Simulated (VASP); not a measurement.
A run of VASP 6.6.1 is set up as follows.

File INCAR:

```
ALGO = Normal
EDIFF = 1E-6
ENCUT = 500
GGA = PE
GGA_COMPAT = F
ISIF = 2
ISMEAR = 0
LASPH = T
LCHARG = F
LREAL = F
LWAVE = F
NBANDS = 15
NELM = 120
PREC = Accurate
SIGMA = 0.01
```

KPOINTS

```
k-points
0
Gamma
  4 4 4
```

Contents of POSCAR:

```
CaS
1.0
    0.0000000000      2.8479357442      2.8479357442
    2.8479357442      0.0000000000      2.8479357442
    2.8479357442      2.8479357442      0.0000000000
Ca S
1 1
Direct
    0.0000000000      0.0000000000      0.0000000000
    0.5000000000      0.5000000000      0.5000000000
```

Potentials or basis: VASP PAW PBE potentials, release 64 (Ca_sv, S).

The run is started by

```console
$ cat potpaw_PBE.64/Ca_sv/POTCAR potpaw_PBE.64/S/POTCAR > POTCAR
$ mpirun -np 1 vasp_std > vasp.out
```

(1) Predict the band gap on the k mesh.

(2) Estimate the pressure.

Answers

(1) 2.35 eV (least direct gap 3.16 eV).

(2) 0.7 GPa.

Caveat: the k points lie up to 0.48 Å⁻¹ apart.
